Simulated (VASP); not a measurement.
A run of VASP 6.6.1 is set up as follows.

Contents of INCAR:

```
SYSTEM = Ni
PREC = Accurate
ENCUT = 520
EDIFF = 1E-6
ISMEAR = -1
SIGMA = 0.1
LREAL = .False.
LASPH = .True.
NELM = 150
ALGO = Normal
ISIF = 2
LWAVE = .False.
LCHARG = .False.
ISPIN = 2
MAGMOM = 0.24
LORBIT = 11
NUPDOWN = 0.24
LMAXMIX = 4
GGA = PS
NBANDS = 15
```

File KPOINTS:

```
regular mesh
0
Gamma
  15 15 15
  0 0 0
```

File POSCAR:

```
Ni
1.0
    0.0000000000      1.7716500000      1.7716500000
    1.7716500000      0.0000000000      1.7716500000
    1.7716500000      1.7716500000      0.0000000000
Ni
1
Direct
    0.0000000000      0.0000000000      0.0000000000
```

Potentials or basis: VASP PAW PBE potentials, release 64 (Ni).

Command:

```sh
$ cat potpaw_PBE.64/Ni/POTCAR > POTCAR
$ mpirun -np 1 vasp_std > vasp.out
```

Q: Predict the pressure.

A: -13.7 GPa.

Caveat: the PAW data sets were made with another functional, which shifts forces and pressure a little; the total moment is fixed, so each spin has its own Fermi level.
